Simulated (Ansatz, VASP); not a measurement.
## ScNb: VASP beside Ansatz

```
CELL_PARAMETERS angstrom
3.06564 0.00000 0.00000
-1.53282 2.65493 0.00000
0.00000 0.00000 4.31136
ATOMIC_POSITIONS crystal
Sc 0.00000 0.00000 0.00000
Nb 0.33333 0.66667 0.50000
```

Change from the starting cell: strain -0.1500 x Voigt [0, 0, 1, 0, 0, 0], atoms carried along.

Alike in both runs: task single point; functional LDA; k mesh 18 × 18 × 10; occupations gaussian, width 0.15 eV; no spin polarisation.

```csv
,VASP,Ansatz
version,VASP 6.6.1,Ansatz 0.2.0
potentials or method,"VASP PAW LDA potentials, release 64 (Sc_sv, Nb_sv), cutoff 520 eV","scalar-relativistic, plane waves, PAW"
valence electrons in the cell,24,24
```

```tsv
	VASP	Ansatz	Ansatz less VASP
gap on the k mesh at the Fermi level (eV)	none	none	-
pressure (GPa)	13.2	13.0	-0.25
traceless stress, the component that is largest in VASP (GPa)	11.83	11.60	-0.234
```

LDA's correlation is that of Perdew and Zunger in VASP and of Perdew and Wang (1992) in Ansatz. A gap of «none» marks a metal or a gap that the smearing closes.
